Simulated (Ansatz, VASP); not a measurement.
WS2: VASP beside Ansatz

```
CELL_PARAMETERS angstrom
-3.14761 0.00000 0.00000
0.00000 5.45181 0.00000
1.57380 -0.90864 -6.37046
ATOMIC_POSITIONS crystal
W 0.49954 0.49970 0.99908
W 0.00248 0.00098 0.00495
S 0.89979 0.64579 0.79958
S 0.35632 0.10624 0.71264
S 0.14574 0.69419 0.29148
S 0.60223 0.22181 0.20447
```

Change from the starting cell: mode 11 (346.3 1/cm) frozen in, largest displacement -0.300 Å.

Alike in both runs: task single point; functional PBEsol; k mesh 10 × 6 × 10; occupations gaussian, width 0.05 eV; no spin polarisation.

|  | VASP | Ansatz |
| --- | --- | --- |
| version | VASP 6.6.1 | Ansatz 0.2.0 |
| potentials or method | VASP PAW PBE potentials, release 64 (W_sv, S), cutoff 520 eV | scalar-relativistic, plane waves, PAW |
| valence electrons in the cell | 52 | 52 |

VASP gave:

- gap on the k mesh at the Fermi level (eV): 0.63
- least direct gap on the mesh (eV): 1.70
- pressure (GPa): 8.1
- traceless stress, the component that is largest in VASP (GPa): 4.29
- rms of the force components (eV/Å): 2.134

Question: Which values does Ansatz return?

Answer: gap on the k mesh at the Fermi level (eV): 0.61; least direct gap on the mesh (eV): 1.68; pressure (GPa): 7.9; traceless stress, the component that is largest in VASP (GPa): 4.29; rms of the force components (eV/Å): 2.123.

VASP's potentials were made for PBE, not for PBEsol. Atom by atom the forces differ by 0.014 eV/Å (rms over components). With one functional, cell and mesh, what is left measures potentials, basis and numerics.

Neither program's run includes spin-orbit coupling.
